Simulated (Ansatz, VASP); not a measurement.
## Two plane-wave programs on Pt

```xyz
1
Lattice="0.0000 1.9457 1.9457 1.9457 0.0000 1.9457 1.9457 1.9457 0.0000" Properties=species:S:1:pos:R:3 pbc="T T T"
Pt    0.0000    0.0000    0.0000
```

Alike in both runs: functional LDA; k mesh 8 × 8 × 8; occupations gaussian, width 0.1 eV; no spin polarisation.

Ansatz relaxed the structure, and its values are those at the end. VASP's run is a single point on that final structure, the one shown.

```csv
,VASP,Ansatz
version,VASP 6.6.1,Ansatz 0.2.0
potentials or method,"VASP PAW LDA potentials, release 64 (Pt), cutoff 520 eV","scalar-relativistic, plane waves, PAW"
valence electrons in the cell,10,18
```

Ansatz gave:

| Item | Value |
| --- | --- |
| gap on the k mesh at the Fermi level (eV) | none |
| pressure (GPa) | 0.0 |

Task: Estimate VASP's values.

Result: gap on the k mesh at the Fermi level (eV): none; pressure (GPa): 0.7.

Ansatz warns that its potentials were made for another functional, while VASP's fit it. LDA's correlation is that of Perdew and Zunger in VASP and of Perdew and Wang (1992) in Ansatz. A gap of «none» marks a metal or a gap that the smearing closes. VASP's potentials hold 10 valence electrons a cell and Ansatz's 18, so a difference there can come from the potentials and not from the codes.

Spin-orbit coupling is off throughout.
